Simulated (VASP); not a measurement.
A run of VASP 6.6.1:

File INCAR:

```
  PREC = Accurate
  ENCUT = 520
  EDIFF = 1E-6
  ISMEAR = 0
  SIGMA = 0.05
  LREAL = Auto
  LASPH = T
  NELM = 60
  ALGO = Normal
  ISIF = 2
  LWAVE = F
  LCHARG = T
  LDIPOL = T
  IDIPOL = 3
  DIPOL = 0.5 0.5 0.311
  GGA = PE
  IVDW = 12
  LELF = T
  LVHAR = T
  LVACPOTAV = T
  NBANDS = 52
```

KPOINTS

```
regular mesh
0
Gamma
  6 6 1
```

POSCAR

```
C17O
1.0
    4.9298867130      0.0000000000      0.0000000000
   -0.0081547558      4.4132984516      0.0000000000
    0.0000000000      0.0000000000     23.6650337471
C O
17 1
Direct
    0.3745684085      0.7405378974      0.1690257467
    0.8745684085      0.7405378974      0.1690257467
    0.1243974091      0.6365956441      0.1920114160
    0.6243974091      0.6365956441      0.1920114160
    0.1240513173      0.4291046681      0.2380452569
    0.6240513173      0.4291046681      0.2380452569
    0.3738803179      0.3251624149      0.2610309261
    0.8738803179      0.3251624149      0.2610309261
    0.3735338584      0.1126520408      0.3070664644
    0.8735338584      0.1126520408      0.3070664644
    0.1233638388      0.0072945126      0.3289983678
    0.6233638388      0.0072945126      0.3289983678
    0.1229920122      0.7810454900      0.3748118563
    0.6229920122      0.7810454900      0.3748118563
    0.3728273188      0.6826774530      0.3936201337
    0.8728273188      0.6826774530      0.3936201337
    0.3728273188      0.6826774530      0.5563074149
    0.3728273188      0.6826774530      0.5077125127
```

Potentials or basis: VASP PAW PBE potentials, release 64 (C, O).

Command:

```console
$ cat potpaw_PBE.64/C/POTCAR potpaw_PBE.64/O/POTCAR > POTCAR
$ mpirun -np 1 vasp_std > vasp.out
```

Hardware: 1 thread of Oxide Virtual Turin-like Processor (shared host).

Q: Estimate the wall time of this run.

A: Run time: 31 min on 1 thread of Oxide Virtual Turin-like Processor, on a shared host, peak memory 0.68 GiB. Counts: scf iterations 28, k points 20.
